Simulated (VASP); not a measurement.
# Na2AgBr3 (P1) in VASP: single point with PBEsol

Aim: the single point of Na2AgBr3 with PBEsol.

All numbers are computed with VASP 6.6.1; they aren't measurements. Logs are shortened: lines on timing, memory, paths and dates and some standing lists are left out, and cuts for length are marked.

## 1. The cell of the first run

The typed cell holds 6 atoms: a = 7.102 Å, b = 5.838 Å, c = 4.155 Å, α = 90.04°, β = 73.07°, γ = 65.80°.

## 2. Single point, PBEsol

Contents of INCAR:

```
SYSTEM = Na2AgBr3
PREC = Accurate
ENCUT = 520
EDIFF = 1E-6
ISMEAR = -1
SIGMA = 0.05
LREAL = .False.
LASPH = .True.
NELM = 80
ALGO = Normal
ISIF = 2
LWAVE = .False.
LCHARG = .False.
GGA = PS
NBANDS = 32
```

Contents of KPOINTS:

```
Automatic mesh
0
Gamma
  4 4 4
  0 0 0
```

Contents of POSCAR:

```
Na2AgBr3
1.0
    3.9917180302      2.8090921020      5.1589506084
   -3.0144652080      3.0258729945      3.9798280111
    0.6664811452     -3.0078403603      2.7877459904
Na Ag Br
2 1 3
Direct
    0.0959126558      0.1545426800      0.2388779750
    0.7625470827      0.8213799725      0.9061092509
    0.4294603260      0.4885062466      0.5724518494
    0.7471564127      0.3289812834     -0.0871040129
    0.4291267129     -0.0112711942      0.5725767928
    0.1115734423      0.6466544721      0.2320661492
```

Potentials or basis: VASP PAW PBE potentials, release 64 (Na_pv, Ag, Br).

Command:

```bash
$ cat potpaw_PBE.64/Na_pv/POTCAR potpaw_PBE.64/Ag/POTCAR potpaw_PBE.64/Br/POTCAR > POTCAR
$ mpirun -np 1 vasp_std > vasp.out
```

OUTCAR:

```text
SYSTEM = Na2AgBr3
   PREC = Accurate
   ENCUT = 520
   EDIFF = 1E-6
   ISMEAR = -1
   LREAL = .False.
   LASPH = .True.
   NELM = 80
   ISIF = 2
   GGA = PS

 ion  position               nearest neighbor table
   1  0.096  0.155  0.239-
   2  0.763  0.821  0.906-
   3  0.429  0.489  0.572-   4 2.85   6 2.85   4 2.85   6 2.85   5 2.92   5 2.92
   4  0.747  0.329  0.913-   3 2.85   3 2.85
   5  0.429  0.989  0.573-   3 2.92   3 2.92
   6  0.112  0.647  0.232-   3 2.85   3 2.85

  LATTYP: Found a triclinic cell.
 ALAT       =     7.1080185440
 B/A-ratio  =     0.8213222617
 C/A-ratio  =     0.5845308342
 COS(alpha) =     0.0006463390
 COS(beta)  =     0.2914937803
 COS(gamma) =     0.4116774228

  Lattice vectors:

 A1 = (  -7.0061832382,   0.2167808925,  -1.1791225973)
 A2 = (  -3.0144652080,   3.0258729945,   3.9798280111)
 A3 = (  -0.6664811452,   3.0078403603,  -2.7877459904)

Analysis of symmetry for initial positions (statically):
=====================================================================
 Subroutine PRICEL returns:
 Original cell was already a primitive cell.

 Routine SETGRP: Setting up the symmetry group for a
 triclinic supercell.

 Subroutine GETGRP returns: Found  1 space group operations
 (whereof  1 operations were pure point group operations)
 out of a pool of  2 trial point group operations.

The static configuration has the point symmetry C_1 .

Analysis of symmetry for dynamics (positions and initial velocities):
=====================================================================
 Subroutine PRICEL returns:
 Original cell was already a primitive cell.

 Routine SETGRP: Setting up the symmetry group for a
 triclinic supercell.

 Subroutine GETGRP returns: Found  1 space group operations
 (whereof  1 operations were pure point group operations)
 out of a pool of  2 trial point group operations.

The dynamic configuration has the point symmetry C_1 .

 Subroutine INISYM returns: Found  1 space group operations
 (whereof  1 operations are pure point group operations),
 and found     1 'primitive' translations

----------------------------------------------------------------------------------------

                                     Primitive cell

  volume of cell :     148.8850

  direct lattice vectors                    reciprocal lattice vectors
     3.991718030  2.809092102  5.158950608     0.137059136  0.074258937  0.047354278
    -3.014465208  3.025872994  3.979828011    -0.156821247  0.051647590  0.093217284
     0.666481145 -3.007840360  2.787745990    -0.029758708 -0.211155075  0.138001404

  length of vectors
     7.102082980  5.837973867  4.154856009     0.162917231  0.189604428  0.254000854

  position of ions in fractional coordinates (direct lattice)
     0.095912656  0.154542680  0.238877975
     0.762547083  0.821379972  0.906109251
     0.429460326  0.488506247  0.572451849
     0.747156413  0.328981283  0.912895987
     0.429126713  0.988728806  0.572576793
     0.111573442  0.646654472  0.232066149

  ion indices of the primitive-cell ions
   primitive index   ion index
                 1           1
                 2           2
                 3           3
                 4           4
                 5           5
                 6           6

----------------------------------------------------------------------------------------

 KPOINTS: Automatic mesh

Automatic generation of k-mesh.
 Grid dimensions read from file:
 generate k-points for:    4    4    4

 Generating k-lattice:

  Cartesian coordinates                     Fractional coordinates (reciprocal lattice)
     0.034264784  0.018564734  0.011838570     0.250000000 -0.000000000  0.000000000
    -0.039205312  0.012911897  0.023304321     0.000000000  0.250000000  0.000000000
    -0.007439677 -0.052788769  0.034500351     0.000000000  0.000000000  0.250000000

  Length of vectors
     0.040729308  0.047401107  0.063500214

  Shift w.r.t. Gamma in fractional coordinates (k-lattice)
     0.000000000  0.000000000  0.000000000

 Subroutine IBZKPT returns following result:
 ===========================================

 Found     36 irreducible k-points:

 Following reciprocal coordinates:
            Coordinates               Weight
  0.000000  0.000000  0.000000      1.000000
  0.250000 -0.000000 -0.000000      2.000000
  0.500000 -0.000000 -0.000000      1.000000
  0.000000  0.250000  0.000000      2.000000
  0.250000  0.250000  0.000000      2.000000
  0.500000  0.250000  0.000000      2.000000
[... 16 lines left out ...]
 -0.000000 -0.250000  0.250000      2.000000
  0.250000 -0.250000  0.250000      2.000000
 [... further k-points ...]
   k-points           NKPTS =     36   k-points in BZ     NKDIM =     36   number of bands    NBANDS=     32
   number of dos      NEDOS =    301   number of ions     NIONS =      6
   total plane-waves  NPLWV =  82944
   dimension x,y,z NGX =    54 NGY =   48 NGZ =   32
   dimension x,y,z NGXF=   108 NGYF=   96 NGZF=   64
   ions per type =               2   1   3
   NGX,Y,Z   is equivalent  to a cutoff of  12.64, 13.67, 12.80 a.u.
   NGXF,Y,Z  is equivalent  to a cutoff of  25.28, 27.34, 25.61 a.u.
 SYSTEM =  Na2AgBr3
   PREC   = accura    normal or accurate (medium, high low for compatibility)
   ISTART =      0    job   : 0-new  1-cont  2-samecut
   ICHARG =      2    charge: 1-file 2-atom 10-const
   ISPIN  =      1    spin polarized calculation?
   LNONCOLLINEAR =      F non collinear calculations
   LSORBIT =      F    spin-orbit coupling
   LASPH  =      T    aspherical Exc in radial PAW
   ENCUT  =  520.0 eV  38.22 Ry    6.18 a.u.  13.21 10.85  7.73*2*pi/ulx,y,z
   NELM   =     80;   NELMIN=  2; NELMDL= -5     # of ELM steps
   EDIFF  = 0.1E-05   stopping-criterion for ELM
   LREAL  =      F    real-space projection
   EDIFFG = 0.1E-04   stopping-criterion for IOM
   NSW    =      0    number of steps for IOM
   IBRION =     -1    ionic relax: 0-MD 1-quasi-New 2-CG
   NFREE  =      0    steps in history (QN), initial steepest desc. (CG)
   ISIF   =      2    stress and relaxation
   ISYM   =      2    0-nonsym 1-usesym 2-fastsym
   POTIM  = 0.5000    time-step for ionic-motion
   TEBEG  =    0.0;   TEEND  =   0.0 temperature during run
   PSTRESS=    0.0 pullay stress
   NELECT =      46.0000    total number of electrons
   NUPDOWN=      -1.0000    fix difference up-down
   EMIN   =  10.00;   EMAX   =-10.00  energy-range for DOS
   EFERMI =   0.00;   METHOD = LEGACY
   ISMEAR =    -1;   SIGMA  =   0.05  broadening in eV -4-tet -1-fermi 0-gaus
   EFERMI_NEDOS =   21; number of points for ismear=-14 and -15
   IALGO  =     38    algorithm
   IMIX   =      4    mixing-type and parameters
     AMIX     =   0.40;   BMIX     =  1.00
     AMIX_MAG =   1.60;   BMIX_MAG =  1.00
  volume/ion in A,a.u.               =      24.81       167.45
  Fermi-wavevector in a.u.,A,eV,Ry     =   1.106735  2.091426 16.665274  1.224863
  Thomas-Fermi vector in A             =   2.243240
   LORBIT       =      0    0 simple, 1 ext, 2 COOP (PROOUT), +10 PAW based schemes
   GGA     = PS    functional components
   LHFCALC =     F    Hartree Fock is set to
   AEXX    =    0.0000 exact exchange contribution
   IVDW    =     0    specifies the selected vdW correction
   LEPSILON=     F    determine dielectric tensor
   LRPA    =     F    only Hartree local field effects (RPA)
 non-spin polarized calculation
  energy-cutoff  :      520.00
  volume of cell :      148.89
 maximum number of plane-waves:      4029
 NGX is ok and might be reduce to    54
   NGX = 27   NGY = 21   NGZ = 15

 number of electron      45.9999991 magnetization

 Free energy of the ion-electron system (eV)
  ---------------------------------------------------
  ext. energy  EPLUGINS =         0.00000000
  ---------------------------------------------------
  free energy    TOTEN  =       -18.39954264 eV

  energy without entropy =      -18.39954264  energy(sigma->0) =      -18.39954264

 E-fermi :   2.5079     XC(G=0):  -8.8717

 val. band max:        1.4377911075   @ k =   0.5000   0.5000   0.2500
 cond. band min:       3.4472212696   @ k =   0.0000   0.0000   0.0000
 fundamental gap:      2.0094301621
 Fermi energy:         2.5078564365

 k-point     1 :       0.0000    0.0000    0.0000
  band No.  band energies     occupation
      1     -21.1356      2.00000
      2     -21.1325      2.00000
      3     -21.1268      2.00000
      4     -21.1263      2.00000
      5     -21.1253      2.00000
      6     -21.1240      2.00000
[... 24 lines left out ...]
     31      10.1688      0.00000
     32      10.3722      0.00000

 k-point     2 :       0.2500   -0.0000   -0.0000
  band No.  band energies     occupation
      1     -21.1346      2.00000
      2     -21.1327      2.00000
      3     -21.1274      2.00000
      4     -21.1272      2.00000
      5     -21.1251      2.00000
      6     -21.1236      2.00000
[... 24 lines left out ...]
     31       9.9860      0.00000
     32      10.4683      0.00000

 k-point     3 :       0.5000   -0.0000   -0.0000
  band No.  band energies     occupation
      1     -21.1331      2.00000
      2     -21.1329      2.00000
      3     -21.1289      2.00000
      4     -21.1276      2.00000
      5     -21.1250      2.00000
      6     -21.1233      2.00000
[... 24 lines left out ...]
     31       9.6420      0.00000
     32       9.8910      0.00000

 k-point     4 :       0.0000    0.2500    0.0000
  band No.  band energies     occupation
      1     -21.1363      2.00000
      2     -21.1336      2.00000
      3     -21.1266      2.00000
      4     -21.1264      2.00000
      5     -21.1251      2.00000
      6     -21.1242      2.00000
[... 654 lines left out ...]
     31       9.3244      0.00000
     32       9.5562      0.00000

 k-point    23 :      -0.0000   -0.2500    0.2500
  band No.  band energies     occupation
      1     -21.1344      2.00000
      2     -21.1333      2.00000
      3     -21.1313      2.00000
      4     -21.1290      2.00000
      5     -21.1259      2.00000
      6     -21.1245      2.00000
[... 24 lines left out ...]
     31       9.7206      0.00000
     32      10.1387      0.00000

 k-point    24 :       0.2500   -0.2500    0.2500
  band No.  band energies     occupation
      1     -21.1342      2.00000
      2     -21.1334      2.00000
      3     -21.1320      2.00000
      4     -21.1280      2.00000
      5     -21.1259      2.00000
      6     -21.1249      2.00000
[... 24 lines left out ...]
     31       9.3271      0.00000
     32       9.5646      0.00000

 [... further k-points ...]

------------------------ aborting loop because EDIFF is reached ----------------------------------------

  FORCE on cell =-STRESS in cart. coord.  units (eV):
  Direction    XX          YY          ZZ          XY          YZ          ZX
  --------------------------------------------------------------------------------------
  -------------------------------------------------------------------------------------
  Total        0.0039524      0.0032002      0.0195809      0.0029673     -0.0097612      0.0208365
  in kB        0.0425322      0.0344382      0.2107135      0.0319313     -0.1050416      0.2242250
  external PRESSURE =       0.0958946 kB  Pullay stress =       0.0000000 kB

 VOLUME and BASIS-vectors are now :
 -----------------------------------------------------------------------------
  energy-cutoff  :      520.00
  volume of cell :      148.89
      direct lattice vectors                 reciprocal lattice vectors
     3.991718030  2.809092102  5.158950608     0.137059136  0.074258937  0.047354278
    -3.014465208  3.025872994  3.979828011    -0.156821247  0.051647590  0.093217284
     0.666481145 -3.007840360  2.787745990    -0.029758708 -0.211155075  0.138001404

 POSITION                                       TOTAL-FORCE (eV/Angst)
 -----------------------------------------------------------------------------------
      0.07620      0.01855      1.77579         0.002134      0.000961      0.000929
      1.17176      1.90202      9.72890        -0.000845     -0.001720     -0.001477
      0.62323      0.96271      5.75559        -0.001741     -0.000284      0.000080
      2.59916      0.34844      7.70875        -0.005799     -0.001705      0.001654
     -0.88592      2.47500      7.74501         0.005437     -0.001979     -0.003705
     -1.34928      1.57210      3.79612         0.000814      0.004728      0.002519
 -----------------------------------------------------------------------------------
    total drift:                               -0.000042     -0.000110     -0.000058

  FREE ENERGIE OF THE ION-ELECTRON SYSTEM (eV)
  ---------------------------------------------------
  free  energy   TOTEN  =       -18.3995426387 eV

  energy  without entropy=      -18.3995426383  energy(sigma->0) =      -18.39954264
```

It took 2.2 min on 1 thread of Intel Xeon Platinum 8259CL at 2.50GHz (Skylake/Cascade Lake), shared host; peak memory 0.35 GiB.

Results:

- Free energy: -18.3995 eV
- Pressure: 0.0 GPa
- Largest force: 0.007 eV/Å
- Band gap on the k mesh: 2.01 eV (least direct gap 2.44 eV)

Forces in eV/Å, atoms in the order of the input:
```
Na   0.002  0.001  0.001
Na  -0.001 -0.002 -0.001
Ag  -0.002  0.000  0.000
Br  -0.006 -0.002  0.002
Br   0.005 -0.002 -0.004
Br   0.001  0.005  0.003
```

Caveat: the PAW data sets were made with another functional, which shifts forces and pressure a little. A k mesh can miss the band edges.
